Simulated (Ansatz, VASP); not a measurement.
# Hf in VASP and in Ansatz

INCAR

```
  PREC = Accurate
  ENCUT = 520
  EDIFF = 1E-6
  ISMEAR = -1
  SIGMA = 0.08
  LREAL = False
  LASPH = True
  NELM = 100
  ALGO = Normal
  ISIF = 2
  LWAVE = False
  LCHARG = True
  GGA = PS
  LELF = True
  LVHAR = True
  NBANDS = 11
```

Contents of KPOINTS:

```
Automatic mesh
0
Gamma
  16 16 16
```

POSCAR

```
Hf
1.0
   -1.8050000000      1.8050000000      1.8411000000
    1.8050000000     -1.8050000000      1.8411000000
    1.8050000000      1.8050000000     -1.8411000000
Hf
1
Direct
    0.0000000000      0.0000000000      0.0000000000
```

Input for Ansatz:

```yaml
crystal:
  lattice:
    - [-1.805, 1.805, 1.8411]
    - [1.805, -1.805, 1.8411]
    - [1.805, 1.805, -1.8411]
  atoms:
    - { symbol: Hf, position: [0.0, 0.0, 0.0] }
kpoints:
  mp_grid: { grid: [16, 16, 16] }
  band_path:
    path:
      - [0.0, 0.0, 0.0]
      - [0.0, 0.0, 0.5]
      - [0.25, 0.25, 0.25]
      - [0.0, 0.5, 0.0]
      - [0.0, 0.0, 0.0]
      - [0.5, 0.5, -0.5]
      - [0.4902921953, 0.5097078047, -0.4902921953]
      - [-0.4902921953, 0.4902921953, 0.4902921953]
      - [0.0, 0.0, 0.0]
    npoints: 5
scf:
  occupations: { method: fermi_dirac, width: 0.08 }
hamiltonian:
  xc: pbesol
  pseudopotentials: { kind: all_electron, lapw: { basis_error: 0.001 } }
output:
  forces: true
  stress: true
  eigenvalues: true
```

Change from the starting cell: zz strain of +2 %.

Alike in both runs: task single point; functional PBEsol; k mesh 16 × 16 × 16; occupations fermi-dirac, width 0.08 eV; no spin polarisation.

|  | VASP | Ansatz |
| --- | --- | --- |
| version | VASP 6.6.1 | Ansatz 0.2.0 |
| potentials or method | VASP PAW PBE potentials, release 64 (Hf_pv), cutoff 520 eV | all-electron LAPW, scalar-relativistic |

|  | VASP | Ansatz | Ansatz less VASP |
| --- | --- | --- | --- |
| pressure (GPa) | -10.6 | -10.3 | +0.33 |
| traceless stress, the component that is largest in VASP (GPa) | 0.60 | 0.58 | -0.017 |

VASP's potentials were made for PBE, not for PBEsol. Ansatz ran all-electron here, and VASP with PAW potentials.

Neither program's run includes spin-orbit coupling.
